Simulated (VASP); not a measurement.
Sn:

```
Sn
1.0
    -1.72654    1.77555    2.33834
     1.72654   -1.77555    2.33834
     1.72654    1.77555   -2.33834
Sn
1
Direct
  0.00000 0.00000 0.00000
```

```yaml
Program: VASP 6.6.1
Task: relaxation of cell and atoms
Functional: PBE
Potentials_or_basis: VASP PAW PBE potentials, release 64 (Sn_d)
Cutoff: 600 eV
k_mesh: 14 × 14 × 14
Occupations: gaussian, width 0.1 eV
Spin: no spin polarisation
```

At the start: pressure -0.9 GPa; volume 28.67 Å³/atom.

Question: Where does the relaxation end?

Answer: Over 17 steps the energy falls by 6.5 meV/atom and the volume is 27.92 Å³/atom (-2.6 %); space group Immm (No. 71, to 0.1 Å) before, I4/mmm (No. 139, to 0.1 Å).

Step by step:
| step | energy change (eV) | largest force (eV/Å) | pressure (GPa) | volume (Å³) |
| --- | --- | --- | --- | --- |
| 1 | 0.0000 | 0.0000 | -0.86 | 28.67 |
| 2 | -0.0023 | 0.0000 | 0.12 | 28.04 |
| 3 | -0.0023 | 0.0000 | 0.04 | 28.02 |
| 4 | -0.0032 | 0.0000 | 0.05 | 27.98 |
| 5 | -0.0050 | 0.0000 | 0.15 | 27.85 |
| 6 | -0.0051 | 0.0000 | 0.29 | 27.78 |
| 7 | -0.0058 | 0.0000 | -0.02 | 28.02 |
| 8 | -0.0058 | 0.0000 | -0.12 | 28.15 |
| 9 | -0.0057 | 0.0000 | -0.24 | 28.21 |
| 10 | -0.0062 | 0.0000 | -0.29 | 28.11 |
| 11 | -0.0063 | 0.0000 | -0.31 | 28.08 |
| 12 | -0.0062 | 0.0000 | 0.33 | 27.68 |
| 13 | -0.0065 | 0.0000 | 0.09 | 27.91 |
| 14 | -0.0064 | 0.0000 | -0.08 | 27.94 |
| 15 | -0.0064 | 0.0000 | -0.03 | 27.92 |
| 16 | -0.0065 | 0.0000 | 0.04 | 27.92 |
| 17 | -0.0065 | 0.0000 | -0.01 | 27.92 |

Final structure:
```xyz
1
Lattice="-1.7800 1.7774 2.2065 1.7800 -1.7774 2.2065 1.7800 1.7774 -2.2065" Properties=species:S:1:pos:R:3 pbc="T T T"
Sn    0.0000    0.0000    0.0000
```
